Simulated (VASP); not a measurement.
Here is a VASP 6.6.1 calculation.

The input INCAR:

```
PREC = Accurate ; ENCUT = 520
EDIFF = 1E-6 ; ISMEAR = -1
SIGMA = 0.03 ; LREAL = False
LASPH = True ; NELM = 100
ALGO = Normal ; ISIF = 2
LWAVE = False ; LCHARG = True
GGA = PE ; LELF = True
LVHAR = True ; NBANDS = 16
```

The input KPOINTS:

```
regular mesh
0
Gamma
  11 11 11
```

POSCAR

```
InP
1.0
    0.0000000000      2.8832691652      2.8832691652
    2.8832691652      0.0000000000      2.8832691652
    2.8832691652      2.8832691652      0.0000000000
In P
1 1
Direct
    0.0000000000      0.0000000000      0.0000000000
    0.5000000000      0.5000000000      0.5000000000
```

Potentials or basis: VASP PAW PBE potentials, release 64 (In_d, P).

Command:

```bash
$ cat potpaw_PBE.64/In_d/POTCAR potpaw_PBE.64/P/POTCAR > POTCAR
$ mpirun -np 1 vasp_std > vasp.out
```

Q: Predict the pressure.

A: -6.6 GPa.

Q: Predict the band gap on the k mesh.

A: Zero (band 9 reaches 5.91 eV, above the bottom of band 10 at 3.71 eV).

Caveat: spin-orbit coupling is left out, which moves the levels of the heavy elements.
